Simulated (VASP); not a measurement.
Set up this calculation in VASP 6.6.1, as the native input.

- Task: relaxation of cell and atoms
- Functional: PBE
- Potentials or basis: VASP PAW PBE potentials, release 64 (Si)
- Cutoff: 600 eV
- k mesh: 9 × 9 × 9
- Occupations: fermi-dirac, width 0.01 eV
- Spin: no spin polarisation
- Dipole correction: no
- Further INCAR settings: ALGO = Normal; EDIFF = 1e-06; IBRION = 2; EDIFFG = -0.01; NSW = 80; ISIF = 3

The structure of Si lies in POSCAR:

```
Si
1.0
    0.0000000000      2.7153500000      2.7153500000
    2.7153500000      0.0000000000      2.7153500000
    2.7153500000      2.7153500000      0.0000000000
Si
2
Direct
    0.0000000000      0.0000000000      0.0000000000
    0.2500000000      0.2500000000      0.2500000000
```

One way to write it, as run:

INCAR

```
SYSTEM = Si
ALGO = Normal
EDIFF = 1E-6
EDIFFG = -0.01
ENCUT = 600
GGA = PE
IBRION = 2
ISIF = 3
ISMEAR = -1
LASPH = .TRUE.
LCHARG = .FALSE.
LREAL = .FALSE.
LWAVE = .FALSE.
NELM = 60
NSW = 80
PREC = Accurate
SIGMA = 0.01
```

KPOINTS

```
k-points
0
G
  9 9 9
  0 0 0
```

Potentials or basis: VASP PAW PBE potentials, release 64 (Si).

Command:

```sh
$ cat potpaw_PBE.64/Si/POTCAR > POTCAR
$ mpirun -np 1 vasp_std > vasp.out
```

Results of the run:

| Quantity | Value |
| --- | --- |
| Relaxed volume | 20.44 Å³/atom |
| Relaxed cell | a = 3.867 Å, b = 3.867 Å, c = 3.867 Å, α = 60.00°, β = 60.00°, γ = 60.00° |
| Space group after relaxing (to 0.1 Å) | Fd-3m (No. 227) |
| Energy gained by relaxing | 2.5 meV/atom |
| Ionic steps | 3 |
| Pressure after relaxing | 0.0 GPa |
| Band gap on the k mesh | 0.62 eV (least direct gap 2.56 eV) |

Caveat: an odd mesh through Γ misses points on the zone boundary, where band edges can lie.

Run time: 26 s on 1 thread of Intel(R) Xeon(R) Platinum 8259CL CPU @ 2.50GHz (Skylake/Cascade Lake), on a shared host, peak memory 0.17 GiB.
